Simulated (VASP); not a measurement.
# Sb (P-1) in VASP: a series of runs

Runs on Sb. Level: PBEsol. Tasks: single point.

Everything below comes from runs of VASP 6.6.1. Logs are shortened: lines on timing, memory, paths and dates and some standing lists are left out, and cuts for length are marked.

**1. The cell of the first run**

The typed cell holds 2 atoms: a = 4.425 Å, b = 4.520 Å, c = 4.534 Å, α = 57.26°, β = 56.83°, γ = 57.48°.

**2. Single point, PBEsol (equal xy, yz and zx shear strains of -2 %)**

File INCAR:

```
ALGO     = Normal         # electronic algorithm
EDIFF    = 1E-6           # SCF threshold, eV
ENCUT    = 520            # plane-wave cutoff, eV
GGA      = PS             # functional
ISIF     = 2              # what is computed and relaxed
ISMEAR   = -1             # smearing method
LASPH    = T              # aspherical terms in the spheres
LCHARG   = T              # write CHGCAR
LELF     = T              # ELF
LREAL    = F              # projectors in reciprocal space
LVHAR    = T            
LWAVE    = F              # write WAVECAR
NBANDS   = 12             # bands
NELM     = 100            # most SCF steps
PREC     = Accurate       # precision mode
SIGMA    = 0.05           # smearing width, eV
```

File KPOINTS:

```
k-points
0
Gamma
  9 9 9
```

File POSCAR:

```
Sb
1.0
    2.1007438352      1.1827036773      3.7100774999
   -2.2004568288      1.2257156839      3.7530895065
   -0.0126070064     -2.5207393611      3.7688329936
Sb
2
Direct
    0.2336400000      0.2336400000      0.2336400000
    0.7663600000      0.7663600000      0.7663600000
```

Potentials or basis: VASP PAW PBE potentials, release 64 (Sb).

Command:

```console
$ cat potpaw_PBE.64/Sb/POTCAR > POTCAR
$ mpirun -np 1 vasp_std > vasp.out
```

OUTCAR:

```text
EDIFF = 1E-6
   ENCUT = 520
   GGA = PS
   ISIF = 2
   ISMEAR = -1
   LASPH = T
   LREAL = F
   NELM = 100
   PREC = Accurate

 ion  position               nearest neighbor table
   1  0.234  0.234  0.234-   2 2.88   2 2.91   2 2.92   2 3.31   2 3.35   2 3.37
   2  0.766  0.766  0.766-   1 2.88   1 2.91   1 2.92   1 3.31   1 3.35   1 3.37

  LATTYP: Found a triclinic cell.
 ALAT       =     7.5145578927
 B/A-ratio  =     0.5773502692
 C/A-ratio  =     0.5887962869
 COS(alpha) =     0.0116469648
 COS(beta)  =     0.2721581568
 COS(gamma) =     0.8709151563

  Lattice vectors:

 A1 = (  -6.4890504864,   3.7894670516,   0.0272685195)
 A2 = (  -2.1878498224,   3.7464550450,  -0.0157434871)
 A3 = (  -2.1007438352,  -1.1827036773,  -3.7100774999)

Analysis of symmetry for initial positions (statically):
=====================================================================
 Subroutine PRICEL returns:
 Original cell was already a primitive cell.

 Routine SETGRP: Setting up the symmetry group for a
 triclinic supercell.

 Subroutine GETGRP returns: Found  2 space group operations
 (whereof  2 operations were pure point group operations)
 out of a pool of  2 trial point group operations.

The static configuration has the point symmetry S_2 .

Analysis of symmetry for dynamics (positions and initial velocities):
=====================================================================
 Subroutine PRICEL returns:
 Original cell was already a primitive cell.

 Routine SETGRP: Setting up the symmetry group for a
 triclinic supercell.

 Subroutine GETGRP returns: Found  2 space group operations
 (whereof  2 operations were pure point group operations)
 out of a pool of  2 trial point group operations.

The dynamic configuration has the point symmetry S_2 .

 Subroutine INISYM returns: Found  2 space group operations
 (whereof  2 operations are pure point group operations),
 and found     1 'primitive' translations

----------------------------------------------------------------------------------------

                                     Primitive cell

  volume of cell :      59.9673

  direct lattice vectors                    reciprocal lattice vectors
     2.100743835  1.182703677  3.710077500     0.234795821  0.137505526  0.092754352
    -2.200456829  1.225715684  3.753089506    -0.230284579  0.132807744  0.088056571
    -0.012607006 -2.520739361  3.768832994    -0.001812777 -0.267614806  0.086337063

  length of vectors
     4.424543785  4.519963500  4.534135860     0.287472115  0.280040789  0.281202878

[... 91 lines left out ...]
   NELECT =      10.0000    total number of electrons
   NUPDOWN=      -1.0000    fix difference up-down
   EMIN   =  10.00;   EMAX   =-10.00  energy-range for DOS
   EFERMI =   0.00;   METHOD = LEGACY
   ISMEAR =    -1;   SIGMA  =   0.05  broadening in eV -4-tet -1-fermi 0-gaus
   EFERMI_NEDOS =   21; number of points for ismear=-14 and -15
   IALGO  =     38    algorithm
   IMIX   =      4    mixing-type and parameters
     AMIX     =   0.40;   BMIX     =  1.00
     AMIX_MAG =   1.60;   BMIX_MAG =  1.00
  volume/ion in A,a.u.               =      29.98       202.34
  Fermi-wavevector in a.u.,A,eV,Ry     =   0.901094  1.702820 11.047519  0.811970
  Thomas-Fermi vector in A             =   2.024132
   LORBIT       =      0    0 simple, 1 ext, 2 COOP (PROOUT), +10 PAW based schemes
   GGA     = PS    functional components
   LHFCALC =     F    Hartree Fock is set to
   AEXX    =    0.0000 exact exchange contribution
   IVDW    =     0    specifies the selected vdW correction
   LEPSILON=     F    determine dielectric tensor
   LRPA    =     F    only Hartree local field effects (RPA)
 non-spin polarized calculation
  energy-cutoff  :      520.00
  volume of cell :       59.97
 maximum number of plane-waves:      1629
 NGX is ok and might be reduce to    36
   NGX = 17   NGY = 17   NGZ = 17

 number of electron      10.0000000 magnetization

 Free energy of the ion-electron system (eV)
  ---------------------------------------------------
  ext. energy  EPLUGINS =         0.00000000
  ---------------------------------------------------
  free energy    TOTEN  =        -9.10942541 eV

  energy without entropy =       -9.10743582  energy(sigma->0) =       -9.10843061

 E-fermi :   7.1993     XC(G=0):  -9.6964

 val. band max:        7.1956227656   @ k =   0.0000   0.0000   0.4444
 cond. band min:       7.2918570748   @ k =   0.0000   0.4444   0.0000
 fundamental gap:      0.0962343093
 Fermi energy:         7.1992831027

 k-point     1 :       0.0000    0.0000    0.0000
  band No.  band energies     occupation
      1      -5.5653      2.00000
      2       2.4544      2.00000
      3       5.1190      2.00000
      4       5.2850      2.00000
      5       5.6009      2.00000
      6       9.2814      0.00000
      7       9.7944      0.00000
      8      10.0812      0.00000
      9      12.1634      0.00000
     10      12.3470      0.00000
     11      12.5233      0.00000
     12      13.6871      0.00000
[... 331 lines left out ...]
 k-point    24 :       0.0000    0.3333    0.0000
  band No.  band energies     occupation
      1      -4.3719      2.00000
      2      -0.8843      2.00000
      3       5.3100      2.00000
      4       5.3703      2.00000
      5       6.4629      2.00000
      6       7.9140      0.00000
      7       7.9797      0.00000
      8       8.3690      0.00000
      9      12.7983      0.00000
     10      13.5708      0.00000
     11      14.2664      0.00000
     12      17.6112      0.00000

 [... further k-points ...]

------------------------ aborting loop because EDIFF is reached ----------------------------------------

  FORCE on cell =-STRESS in cart. coord.  units (eV):
  Direction    XX          YY          ZZ          XY          YZ          ZX
  --------------------------------------------------------------------------------------
  -------------------------------------------------------------------------------------
  Total        0.0636565      0.5469960      0.1048932      0.0593819      0.4630980      0.2190018
  in kB        1.7007430     14.6143684      2.8024837      1.5865373     12.3728236      5.8511805
  external PRESSURE =       6.3725317 kB  Pullay stress =       0.0000000 kB

 VOLUME and BASIS-vectors are now :
 -----------------------------------------------------------------------------
  energy-cutoff  :      520.00
  volume of cell :       59.97
      direct lattice vectors                 reciprocal lattice vectors
     2.100743835  1.182703677  3.710077500     0.234795821  0.137505526  0.092754352
    -2.200456829  1.225715684  3.753089506    -0.230284579  0.132807744  0.088056571
    -0.012607006 -2.520739361  3.768832994    -0.001812777 -0.267614806  0.086337063

 POSITION                                       TOTAL-FORCE (eV/Angst)
 -----------------------------------------------------------------------------------
     -0.02624     -0.02624      2.62424         0.054095      0.098694      0.203069
     -0.08608     -0.08608      8.60776        -0.054095     -0.098694     -0.203069
 -----------------------------------------------------------------------------------
    total drift:                                0.000000     -0.000000      0.000000

  FREE ENERGIE OF THE ION-ELECTRON SYSTEM (eV)
  ---------------------------------------------------
  free  energy   TOTEN  =        -9.1094254070 eV

  energy  without entropy=       -9.1074358166  energy(sigma->0) =       -9.10843061
```

OSZICAR:

```text
N       E                     dE             d eps       ncg     rms          rms(c)
DAV:   1     0.336154248268E+02    0.33615E+02   -0.35610E+03  8760   0.655E+02
DAV:   2    -0.720454260892E+01   -0.40820E+02   -0.39345E+02 11472   0.107E+02
DAV:   3    -0.910939500663E+01   -0.19049E+01   -0.18745E+01 10776   0.254E+01
DAV:   4    -0.912644302670E+01   -0.17048E-01   -0.17036E-01 10172   0.285E+00
DAV:   5    -0.912664538590E+01   -0.20236E-03   -0.20236E-03 10780   0.345E-01    0.293E+00
DAV:   6    -0.911587185156E+01    0.10774E-01   -0.26023E-03 10344   0.282E-01    0.176E+00
DAV:   7    -0.910938423371E+01    0.64876E-02   -0.63204E-03 10116   0.433E-01    0.536E-02
DAV:   8    -0.910941776216E+01   -0.33528E-04   -0.16859E-04 10584   0.844E-02    0.176E-02
DAV:   9    -0.910942595946E+01   -0.81973E-05   -0.15370E-05 10716   0.230E-02    0.686E-03
DAV:  10    -0.910942540698E+01    0.55247E-06   -0.13853E-06  7248   0.648E-03
   1 F= -.91094254E+01 E0= -.91084306E+01  d E =-.198959E-02
```

stdout:

```text
POSCAR found type information on POSCAR Sb
 POSCAR found :  1 types and       2 ions
 scaLAPACK will be used
 -----------------------------------------------------------------------------
|                                                                             |
|                                                                             |
|     You enforced a specific xc type in the INCAR file but a different       |
|     I HOPE YOU KNOW WHAT YOU ARE DOING!                                     |
|                                                                             |
 -----------------------------------------------------------------------------

 LDA part: xc-table for (Slater+PW92), standard interpolation
 POSCAR, INCAR and KPOINTS ok, starting setup
 FFT: planning ... GRIDC
 FFT: planning ... GRID_SOFT
 FFT: planning ... GRID
 WAVECAR not read
 entering main loop
```

Run time: 4.3 min. Hardware: 1 thread of Intel Xeon 8259CL, shared host; peak memory 0.37 GiB.

What came out:

```yaml
Free_energy: -9.1094 eV
Pressure: 0.6 GPa
Largest_force: 0.232 eV/Å
Band_gap_on_the_k_mesh: zero (bands 5 and 6 overlap by 0.05 eV)
```

Forces in eV/Å, atoms in the order of the input:
```
Sb   0.054  0.099  0.203
Sb  -0.054 -0.099 -0.203
```

Levels at points of the mesh, in eV from the Fermi level:
| k point | band 2 | band 3 | band 4 | band 5 | band 6 | band 7 | band 8 | band 9 |
| --- | --- | --- | --- | --- | --- | --- | --- | --- |
| (0.00, 0.00, 0.00) | -4.74 | -2.08 | -1.91 | -1.60 | 2.08 | 2.60 | 2.88 | 4.96 |

Caveat: the cell differs from its parent crystal (equal xy, yz and zx shear strains of -2 %); the PAW data sets were made with another functional, which shifts forces and pressure a little; spin-orbit coupling is left out, which moves the levels of the heavy elements.

**3. Single point, PBEsol (equal xy, yz and zx shear strains of +1 %)**

File INCAR:

```
  PREC = Accurate
  ENCUT = 520
  EDIFF = 1E-7
  ISMEAR = -1
  SIGMA = 0.05
  LREAL = False
  LASPH = True
  NELM = 100
  ALGO = Normal
  ISIF = 2
  LWAVE = False
  LCHARG = True
  GGA = PS
  LELF = True
  LVHAR = True
  NBANDS = 12
```

File KPOINTS:

```
Automatic mesh
0
Gamma
  9 9 9
```

File POSCAR:

```
Sb
1.0
    2.1755285804      1.2711226823      3.7609612501
   -2.1256720836      1.2496166789      3.7394552467
    0.0063035032     -2.4645793611      3.7315835032
Sb
2
Direct
    0.2336400000      0.2336400000      0.2336400000
    0.7663600000      0.7663600000      0.7663600000
```

Potentials or basis: VASP PAW PBE potentials, release 64 (Sb).

Command:

```console
$ cat potpaw_PBE.64/Sb/POTCAR > POTCAR
$ mpirun -np 1 vasp_std > vasp.out
```

OUTCAR:

```text
PREC = Accurate
   ENCUT = 520
   EDIFF = 1E-7
   ISMEAR = -1
   LREAL = False
   LASPH = True
   NELM = 100
   ISIF = 2
   GGA = PS

 ion  position               nearest neighbor table
   1  0.234  0.234  0.234-   2 2.90   2 2.90   2 2.92   2 3.33   2 3.34   2 3.36
   2  0.766  0.766  0.766-   1 2.90   1 2.90   1 2.92   1 3.33   1 3.34   1 3.36

  LATTYP: Found a triclinic cell.
 ALAT       =     4.2825966528
 B/A-ratio  =     1.0043692043
 C/A-ratio  =     1.0442294875
 COS(alpha) =     0.0028260665
[... 552 lines left out ...]
------------------------ aborting loop because EDIFF is reached ----------------------------------------

  FORCE on cell =-STRESS in cart. coord.  units (eV):
  Direction    XX          YY          ZZ          XY          YZ          ZX
  --------------------------------------------------------------------------------------
  -------------------------------------------------------------------------------------
  Total        0.4149125      0.1866894      0.0883999     -0.0257540     -0.2247025     -0.1111482
  in kB       11.0829076      4.9867405      2.3612886     -0.6879263     -6.0021245     -2.9689285
  external PRESSURE =       6.1436456 kB  Pullay stress =       0.0000000 kB

 VOLUME and BASIS-vectors are now :
 -----------------------------------------------------------------------------
  energy-cutoff  :      520.00
  volume of cell :       59.98
      direct lattice vectors                 reciprocal lattice vectors
     2.175528580  1.271122682  3.760961250     0.231393981  0.132636998  0.087211184
    -2.125672084  1.249616679  3.739455247    -0.233615598  0.134950479  0.089524665
     0.006303503 -2.464579361  3.731583503     0.000892725 -0.268916369  0.090371457

 POSITION                                       TOTAL-FORCE (eV/Angst)
 -----------------------------------------------------------------------------------
      0.01312      0.01312      2.62424        -0.024866     -0.048492      0.201203
      0.04304      0.04304      8.60776         0.024866      0.048492     -0.201203
 -----------------------------------------------------------------------------------
    total drift:                                0.000000     -0.000000      0.000000

  FREE ENERGIE OF THE ION-ELECTRON SYSTEM (eV)
  ---------------------------------------------------
  free  energy   TOTEN  =        -9.1151340111 eV

  energy  without entropy=       -9.1133464983  energy(sigma->0) =       -9.11424025
```

stdout:

```text
POSCAR found type information on POSCAR Sb
 POSCAR found :  1 types and       2 ions
 scaLAPACK will be used
 -----------------------------------------------------------------------------
|                                                                             |
|                                                                             |
|     You enforced a specific xc type in the INCAR file but a different       |
|     I HOPE YOU KNOW WHAT YOU ARE DOING!                                     |
|                                                                             |
 -----------------------------------------------------------------------------

 LDA part: xc-table for (Slater+PW92), standard interpolation
 POSCAR, INCAR and KPOINTS ok, starting setup
 FFT: planning ... GRIDC
 FFT: planning ... GRID_SOFT
 FFT: planning ... GRID
 WAVECAR not read
 entering main loop
```

Run time: 5.5 min. Hardware: 1 thread of Intel Xeon 8259CL, shared host; peak memory 0.37 GiB.

Results:

```yaml
Free_energy: -9.1151 eV
Pressure: 0.6 GPa
Largest_force: 0.208 eV/Å
Band_gap_on_the_k_mesh: zero (bands 5 and 6 overlap by 0.02 eV)
```

Forces on the atoms (eV/Å):
```
Sb  -0.025 -0.048  0.201
Sb   0.025  0.048 -0.201
```

Stress tensor (GPa, compression positive):
```
 1.11 -0.07 -0.30
-0.07  0.50 -0.60
-0.30 -0.60  0.24
```

Levels at points of the mesh, in eV from the Fermi level:
```tsv
k point	band 2	band 3	band 4	band 5	band 6	band 7	band 8	band 9
(0.00, 0.00, 0.00)	-4.75	-2.05	-1.88	-1.69	2.08	2.66	2.79	5.01
```

Caveat: the cell differs from its parent crystal (equal xy, yz and zx shear strains of +1 %); the PAW data sets were made with another functional, which shifts forces and pressure a little; spin-orbit coupling is left out, which moves the levels of the heavy elements.

The gap in the log of VASP goes by the Fermi energy; the results here count the filled bands.